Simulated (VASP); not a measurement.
A run of VASP 6.6.1 is set up as follows.

INCAR

```
SYSTEM = MgAgC6N6
  PREC = Accurate
  ENCUT = 840
  EDIFF = 1E-6
  ISMEAR = 0
  SIGMA = 0.1
  LREAL = .False.
  LASPH = .True.
  NELM = 120
  ALGO = Normal
  ISIF = 2
  LWAVE = .False.
  LCHARG = .True.
  GGA = PE
  LELF = .True.
  LVHAR = .True.
  NBANDS = 54
  GGA_COMPAT = .False.
```

The input KPOINTS:

```
Automatic mesh
0
Gamma
  4 4 4
  0 0 0
```

The input POSCAR:

```
MgAgC6N6
1.0
    0.0000000000      5.2700000000      5.2700000000
    5.2700000000      0.0000000000      5.2700000000
    5.2700000000      5.2700000000      0.0000000000
Mg Ag C N
1 1 6 6
Direct
    0.0000000000      0.0000000000      0.0000000000
    0.5000000000      0.5000000000      0.5000000000
    0.8121442100      0.1878557900      0.1878557900
    0.1878557900      0.8121442100      0.1878557900
    0.1878557900      0.1878557900      0.8121442100
    0.1878557900      0.8121442100      0.8121442100
    0.8121442100      0.1878557900      0.8121442100
    0.8121442100      0.8121442100      0.1878557900
    0.7011385200      0.2988614800      0.2988614800
    0.2988614800      0.7011385200      0.2988614800
    0.2988614800      0.2988614800      0.7011385200
    0.2988614800      0.7011385200      0.7011385200
    0.7011385200      0.2988614800      0.7011385200
    0.7011385200      0.7011385200      0.2988614800
```

Potentials or basis: VASP PAW PBE potentials, release 64 (Mg_sv, Ag_sv_GW, C, N).

Command:

```sh
$ cat potpaw_PBE.64/Mg_sv/POTCAR potpaw_PBE.64/Ag_sv_GW/POTCAR potpaw_PBE.64/C/POTCAR potpaw_PBE.64/N/POTCAR > POTCAR
$ mpirun -np 1 vasp_std > vasp.out
```

(1) What does it give for the pressure?

(2) Predict the largest force.

(3) Predict the band gap on the k mesh.

Answers

(1) 6.5 GPa.

(2) 2.474 eV/Å.

(3) zero (an odd number of electrons rules out a gap without spin polarisation).

Caveat: the cell stands under pressure; an odd number of electrons without spin polarisation forces a metal; a magnetic or distorted state may lie lower.
